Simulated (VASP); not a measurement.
# ZrS (Fm-3m) in VASP: notebook, part 3 of 4

VASP 6.6.1.

### Step 4. Relaxation of cell and atoms, PBEsol

INCAR reads:

```
SYSTEM = ZrS
PREC = Accurate
ENCUT = 600
EDIFF = 1E-6
ISMEAR = 0
SIGMA = 0.1
LREAL = .FALSE.
LASPH = .TRUE.
NELM = 60
ALGO = Normal
ISIF = 3
LWAVE = .FALSE.
LCHARG = .FALSE.
GGA = PS
IBRION = 2
NSW = 80
EDIFFG = -0.01
```

KPOINTS reads:

```
Automatic mesh
0
G
  8 8 8
  0 0 0
```

POSCAR reads:

```
ZrS
1.0
    0.0000000000      2.6250000000      2.6250000000
    2.6250000000      0.0000000000      2.6250000000
    2.6250000000      2.6250000000      0.0000000000
Zr S
1 1
Direct
    0.0000000000      0.0000000000      0.0000000000
    0.5000000000      0.5000000000      0.5000000000
```

Potentials or basis: VASP PAW PBE potentials, release 64 (Zr_sv, S).

Launch:

```
$ cat potpaw_PBE.64/Zr_sv/POTCAR potpaw_PBE.64/S/POTCAR > POTCAR
$ mpirun -np 1 vasp_std > vasp.out
```

OUTCAR:

```text
SYSTEM = ZrS
   PREC = Accurate
   ENCUT = 600
   EDIFF = 1E-6
   ISMEAR = 0
   LREAL = .FALSE.
   LASPH = .TRUE.
   NELM = 60
   ISIF = 3
   GGA = PS
   IBRION = 2
   NSW = 80
   EDIFFG = -0.01

 ion  position               nearest neighbor table
   1  0.000  0.000  0.000-   2 2.62   2 2.62   2 2.62   2 2.62   2 2.62   2 2.62
   2  0.500  0.500  0.500-   1 2.62   1 2.62   1 2.62   1 2.62   1 2.62   1 2.62

  LATTYP: Found a face centered cubic cell.
 ALAT       =     5.2500000000

  Lattice vectors:

 A1 = (   0.0000000000,   2.6250000000,   2.6250000000)
 A2 = (   2.6250000000,   0.0000000000,   2.6250000000)
 A3 = (   2.6250000000,   2.6250000000,   0.0000000000)

Analysis of symmetry for initial positions (statically):
=====================================================================
 Subroutine PRICEL returns:
 Original cell was already a primitive cell.

 Routine SETGRP: Setting up the symmetry group for a
 face centered cubic supercell.

 Subroutine GETGRP returns: Found 48 space group operations
 (whereof 48 operations were pure point group operations)
 out of a pool of 48 trial point group operations.

The static configuration has the point symmetry O_h .

Analysis of symmetry for dynamics (positions and initial velocities):
=====================================================================
 Subroutine PRICEL returns:
 Original cell was already a primitive cell.

 Routine SETGRP: Setting up the symmetry group for a
 face centered cubic supercell.

 Subroutine GETGRP returns: Found 48 space group operations
 (whereof 48 operations were pure point group operations)
 out of a pool of 48 trial point group operations.

The dynamic configuration has the point symmetry O_h .

 Subroutine INISYM returns: Found 48 space group operations
 (whereof 48 operations are pure point group operations),
 and found     1 'primitive' translations

----------------------------------------------------------------------------------------

                                     Primitive cell

  volume of cell :      36.1758

  direct lattice vectors                    reciprocal lattice vectors
     0.000000000  2.625000000  2.625000000    -0.190476190  0.190476190  0.190476190
     2.625000000  0.000000000  2.625000000     0.190476190 -0.190476190  0.190476190
     2.625000000  2.625000000  0.000000000     0.190476190  0.190476190 -0.190476190

  length of vectors
     3.712310601  3.712310601  3.712310601     0.329914440  0.329914440  0.329914440

  position of ions in fractional coordinates (direct lattice)
     0.000000000  0.000000000  0.000000000
     0.500000000  0.500000000  0.500000000

  ion indices of the primitive-cell ions
   primitive index   ion index
                 1           1
                 2           2

----------------------------------------------------------------------------------------

 KPOINTS: Automatic mesh

Automatic generation of k-mesh.
[... 49 lines left out ...]
   number of dos      NEDOS =    301   number of ions     NIONS =      2
   total plane-waves  NPLWV =  27000
   dimension x,y,z NGX =    30 NGY =   30 NGZ =   30
   dimension x,y,z NGXF=    60 NGYF=   60 NGZF=   60
   ions per type =               1   1
   NGX,Y,Z   is equivalent  to a cutoff of  13.43, 13.43, 13.43 a.u.
   NGXF,Y,Z  is equivalent  to a cutoff of  26.87, 26.87, 26.87 a.u.
 SYSTEM =  ZrS
   PREC   = accura    normal or accurate (medium, high low for compatibility)
   ISTART =      0    job   : 0-new  1-cont  2-samecut
   ICHARG =      2    charge: 1-file 2-atom 10-const
   ISPIN  =      1    spin polarized calculation?
   LNONCOLLINEAR =      F non collinear calculations
   LSORBIT =      F    spin-orbit coupling
   LASPH  =      T    aspherical Exc in radial PAW
   ENCUT  =  600.0 eV  44.10 Ry    6.64 a.u.   7.41  7.41  7.41*2*pi/ulx,y,z
   NELM   =     60;   NELMIN=  2; NELMDL= -5     # of ELM steps
   EDIFF  = 0.1E-05   stopping-criterion for ELM
   LREAL  =      F    real-space projection
   EDIFFG = -.1E-01   stopping-criterion for IOM
   NSW    =     80    number of steps for IOM
   IBRION =      2    ionic relax: 0-MD 1-quasi-New 2-CG
   NFREE  =      1    steps in history (QN), initial steepest desc. (CG)
   ISIF   =      3    stress and relaxation
   ISYM   =      2    0-nonsym 1-usesym 2-fastsym
   POTIM  = 0.5000    time-step for ionic-motion
   TEBEG  =    0.0;   TEEND  =   0.0 temperature during run
   PSTRESS=    0.0 pullay stress
   NELECT =      18.0000    total number of electrons
   NUPDOWN=      -1.0000    fix difference up-down
   EMIN   =  10.00;   EMAX   =-10.00  energy-range for DOS
   EFERMI =   0.00;   METHOD = LEGACY
   ISMEAR =     0;   SIGMA  =   0.10  broadening in eV -4-tet -1-fermi 0-gaus
   EFERMI_NEDOS =   21; number of points for ismear=-14 and -15
   IALGO  =     38    algorithm
   IMIX   =      4    mixing-type and parameters
     AMIX     =   0.40;   BMIX     =  1.00
     AMIX_MAG =   1.60;   BMIX_MAG =  1.00
  volume/ion in A,a.u.               =      18.09       122.06
  Fermi-wavevector in a.u.,A,eV,Ry     =   1.297258  2.451462 22.896950  1.682878
  Thomas-Fermi vector in A             =   2.428662
   LORBIT       =      0    0 simple, 1 ext, 2 COOP (PROOUT), +10 PAW based schemes
   GGA     = PS    functional components
   LHFCALC =     F    Hartree Fock is set to
   AEXX    =    0.0000 exact exchange contribution
   IVDW    =     0    specifies the selected vdW correction
   LEPSILON=     F    determine dielectric tensor
   LRPA    =     F    only Hartree local field effects (RPA)
 conjugate gradient relaxation of ions
 non-spin polarized calculation
 Gauss-broadening in eV      SIGMA  =   0.10
  energy-cutoff  :      600.00
  volume of cell :       36.18
 maximum number of plane-waves:      1243
 NGX is ok and might be reduce to    30
   NGX = 15   NGY = 15   NGZ = 15

--------------------------------------- Ionic step        1  -------------------------------------------

 number of electron      17.9999999 magnetization

 Free energy of the ion-electron system (eV)
  ---------------------------------------------------
  ext. energy  EPLUGINS =         0.00000000
  ---------------------------------------------------
  free energy    TOTEN  =       -16.47750553 eV

  energy without entropy =      -16.47117984  energy(sigma->0) =      -16.47434268

------------------------ aborting loop because EDIFF is reached ----------------------------------------

  FORCE on cell =-STRESS in cart. coord.  units (eV):
  Direction    XX          YY          ZZ          XY          YZ          ZX
  --------------------------------------------------------------------------------------
  -------------------------------------------------------------------------------------
  Total       -1.4317362     -1.4317362     -1.4317362     -0.0000000      0.0000000     -0.0000000
  in kB      -63.4096963    -63.4096963    -63.4096963     -0.0000000      0.0000000     -0.0000000
  external PRESSURE =     -63.4096963 kB  Pullay stress =       0.0000000 kB
[... 59 lines left out ...]
--------------------------------------- Ionic step        3  -------------------------------------------

 number of electron      18.0000000 magnetization

 Free energy of the ion-electron system (eV)
  ---------------------------------------------------
  ext. energy  EPLUGINS =         0.00000000
  ---------------------------------------------------
  free energy    TOTEN  =       -16.51226856 eV

  energy without entropy =      -16.50652202  energy(sigma->0) =      -16.50939529

 E-fermi :  11.2589     XC(G=0): -11.6852

 val. band max:       11.2347090947   @ k =  -0.2500   0.5000   0.2500
 cond. band min:      11.2744827041   @ k =  -0.3750   0.2500   0.0000
 fundamental gap:      0.0397736094
 Fermi energy:        11.2588904472

 k-point     1 :       0.0000    0.0000    0.0000
  band No.  band energies     occupation
      1     -38.5526      2.00000
      2     -16.5552      2.00000
      3     -16.5552      2.00000
      4     -16.5552      2.00000
      5      -4.8460      2.00000
      6       7.6669      2.00000
      7       7.6669      2.00000
      8       7.6669      2.00000
      9       9.7380      2.00000
     10       9.7380      2.00000
     11       9.7380      2.00000
     12      10.4678      2.00000
     13      10.4678      2.00000
[... 354 lines left out ...]
  band No.  band energies     occupation
      1     -38.5137      2.00000
      2     -16.9081      2.00000
      3     -16.6906      2.00000
      4     -16.6267      2.00000
      5      -3.3617      2.00000
      6       3.6833      2.00000
      7       5.1172      2.00000
      8       5.2972      2.00000
      9      11.4986      0.00070
     10      11.8362      0.00000
     11      13.2722      0.00000
     12      14.6712      0.00000
     13      15.0116      0.00000

 [... further k-points ...]
[... 5 lines left out ...]
  --------------------------------------------------------------------------------------
  -------------------------------------------------------------------------------------
  Total       -0.0193308     -0.0193308     -0.0193308     -0.0000000      0.0000000     -0.0000000
  in kB       -0.8973325     -0.8973325     -0.8973325     -0.0000000      0.0000000     -0.0000000
  external PRESSURE =      -0.8973325 kB  Pullay stress =       0.0000000 kB
[... 17 lines left out ...]
  FREE ENERGIE OF THE ION-ELECTRON SYSTEM (eV)
  ---------------------------------------------------
  free  energy   TOTEN  =       -16.5122685614 eV

  energy  without entropy=      -16.5065220203  energy(sigma->0) =      -16.50939529

 reached required accuracy - stopping structural energy minimisation
```

OSZICAR:

```text
N       E                     dE             d eps       ncg     rms          rms(c)
DAV:   1     0.138046135596E+03    0.13805E+03   -0.10623E+04   762   0.152E+03
DAV:   2    -0.100719564788E+02   -0.14812E+03   -0.14307E+03   909   0.340E+02
DAV:   3    -0.171258283622E+02   -0.70539E+01   -0.69525E+01  1202   0.674E+01
[... 28 lines left out ...]
DAV:   6    -0.165122598383E+02   -0.85263E-03   -0.13937E-03  1251   0.249E-01    0.529E-02
DAV:   7    -0.165122736847E+02   -0.13846E-04   -0.50881E-05   947   0.535E-02    0.339E-02
DAV:   8    -0.165122676891E+02    0.59956E-05   -0.19952E-05   939   0.507E-02    0.774E-03
DAV:   9    -0.165122688323E+02   -0.11432E-05   -0.93985E-07   534   0.770E-03    0.215E-03
DAV:  10    -0.165122685614E+02    0.27084E-06   -0.22848E-07   432   0.473E-03
   3 F= -.16512269E+02 E0= -.16509395E+02  d E =-.347630E-01
```

CONTCAR:

```text
ZrS
   1.00000000000000
    -0.0000000000000000    2.5841967802615997    2.5841967802615997
     2.5841967802615997    0.0000000000000000    2.5841967802615997
     2.5841967802615997    2.5841967802615997    0.0000000000000000
  Zr              S
     1     1
Direct
     0.0000000000000000    0.0000000000000000    0.0000000000000000
     0.5000000000000000    0.5000000000000000    0.5000000000000000

  0.00000000E+00  0.00000000E+00  0.00000000E+00
  0.00000000E+00  0.00000000E+00  0.00000000E+00
```

Wall time 47 s (1 thread of AMD EPYC 7R43 (Zen 3), shared host); peak memory 0.15 GiB.

Results:

| Quantity | Value |
| --- | --- |
| Free energy | -16.5123 eV |
| Relaxed volume | 17.26 Å³/atom |
| Relaxed cell | a = 3.655 Å, b = 3.655 Å, c = 3.655 Å, α = 60.00°, β = 60.00°, γ = 60.00° |
| Space group after relaxing (to 0.05 Å) | Fm-3m (No. 225) |
| Energy gained by relaxing | 17.4 meV/atom |
| Ionic steps | 3 |
| Pressure after relaxing | -0.1 GPa |

Step by step:
```csv
step,energy change (eV),largest force (eV/Å),pressure (GPa),volume (Å³)
1,0.0000,0.0000,-6.34,36.18
2,0.0211,0.0000,9.74,32.56
3,-0.0348,0.0000,-0.09,34.51
```

Final structure:
```
Zr S
1.0
     0.00000    2.58420    2.58420
     2.58420    0.00000    2.58420
     2.58420    2.58420    0.00000
Zr S
1 1
Direct
  0.00000 0.00000 0.00000
  0.50000 0.50000 0.50000
```

Caveat: the bands computed are all filled at some k points, so no gap is given; the PAW data sets were made with another functional, which shifts forces and pressure a little.

### Step 5. Single point, PBEsol

This run uses another cell than the first one, of 17.23 Å³/atom, 0.953 times its volume.

INCAR reads:

```
SYSTEM = ZrS
ALGO = Normal ; EDIFF = 1E-7
ENCUT = 520 ; GGA = PS
ISIF = 2 ; ISMEAR = 0
LASPH = .TRUE. ; LCHARG = .TRUE.
LELF = .TRUE. ; LREAL = .FALSE.
LVHAR = .TRUE. ; LWAVE = .FALSE.
NBANDS = 16 ; NELM = 60
PREC = Accurate ; SIGMA = 0.1
```

KPOINTS reads:

```
k-points
0
G
  14 14 14
  0 0 0
```

POSCAR reads:

```
ZrS
1.0
    0.0000000000      2.5830753474      2.5830753474
    2.5830753474      0.0000000000      2.5830753474
    2.5830753474      2.5830753474      0.0000000000
Zr S
1 1
Direct
    0.0000000000      0.0000000000      0.0000000000
    0.5000000000      0.5000000000      0.5000000000
```

Launch:

```
$ cat potpaw_PBE.64/Zr_sv/POTCAR potpaw_PBE.64/S/POTCAR > POTCAR
$ mpirun -np 1 vasp_std > vasp.out
```

Wall time 66 s (1 thread of AMD EPYC 7R43 (Zen 3), shared host); peak memory 0.16 GiB.

Results (log left out):

```yaml
Free_energy: -16.5125 eV
Pressure: 0.2 GPa
Band_gap_on_the_k_mesh: zero (band 9 reaches 12.79 eV, above the bottom of band 10 at 9.74 eV)
```

Levels at points of the mesh, in eV from the Fermi level:
```csv
k point,band 7,band 8,band 9,band 10,band 11,band 12
"(0.00, 0.00, 0.00)",-3.53,-3.53,-1.48,-1.48,-1.48,-0.75
"(0.50, 0.00, 0.00)",-6.16,-6.16,1.57,1.57,1.91,1.94
"(0.50, 0.50, 0.00)",-4.49,-4.49,-3.70,0.53,2.55,2.55
```

Caveat: the PAW data sets were made with another functional, which shifts forces and pressure a little.

[end of part 3 of 4]
